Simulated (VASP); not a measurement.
A run of VASP 6.6.1 is set up as follows.

File POSCAR:

```
Au
1.0
   -1.6324099650      1.6324099650      1.7069870700
    1.6324099650     -1.6324099650      1.7069870700
    1.6324099650      1.6324099650     -1.7069870700
Au
1
Direct
    0.0000000000      0.0000000000      0.0000000000
```

File INCAR.step1:

```
SYSTEM = Au
ALGO     = Normal         ! electronic algorithm
EDIFF    = 1E-4           ! SCF threshold, eV
ENCUT    = 520            ! plane-wave cutoff, eV
GGA      = PE             ! functional
ISMEAR   = 0              ! smearing method
LASPH    = .TRUE.         ! aspherical terms in the spheres
LCHARG   = .FALSE.        ! write CHGCAR
LREAL    = .FALSE.        ! projectors in reciprocal space
LWAVE    = .TRUE.         ! write WAVECAR
NBANDS   = 12             ! bands
NELM     = 60             ! most SCF steps
PREC     = Accurate       ! precision mode
SIGMA    = 0.15           ! smearing width, eV
```

File INCAR.step2:

```
SYSTEM = Au
ALGO     = Normal         ! electronic algorithm
EDIFF    = 1E-7           ! SCF threshold, eV
ENCUT    = 520            ! plane-wave cutoff, eV
ISIF     = 2              ! what is computed and relaxed
ISMEAR   = 0              ! smearing method
ISTART   = 1            
LASPH    = .TRUE.         ! aspherical terms in the spheres
LCHARG   = .FALSE.        ! write CHGCAR
LMIXTAU  = .TRUE.       
LREAL    = .FALSE.        ! projectors in reciprocal space
LWAVE    = .FALSE.        ! write WAVECAR
METAGGA  = R2SCAN         ! meta-GGA
NBANDS   = 12             ! bands
NELM     = 60             ! most SCF steps
PREC     = Accurate       ! precision mode
SIGMA    = 0.15           ! smearing width, eV
```

KPOINTS

```
k-points
0
G
  20 20 20
  0 0 0
```

Potentials or basis: VASP PAW PBE potentials, release 64 (Au).

Launch:

```sh
$ cat potpaw_PBE.64/Au/POTCAR > POTCAR
$ cp INCAR.step1 INCAR
$ mpirun -np 1 vasp_std > vasp.out
$ cp INCAR.step2 INCAR
$ mpirun -np 1 vasp_std > vasp.out
```

Q: What does it give for the pressure?

A: -4.4 GPa.

Stress tensor (GPa, compression positive):
```
-4.51  0.00  0.00
 0.00 -4.51  0.00
 0.00  0.00 -4.18
```

Caveat: the cell differs from its parent crystal (strain -0.015 along x and y, +0.030 along z); the PAW data sets were made with another functional, which shifts forces and pressure a little.
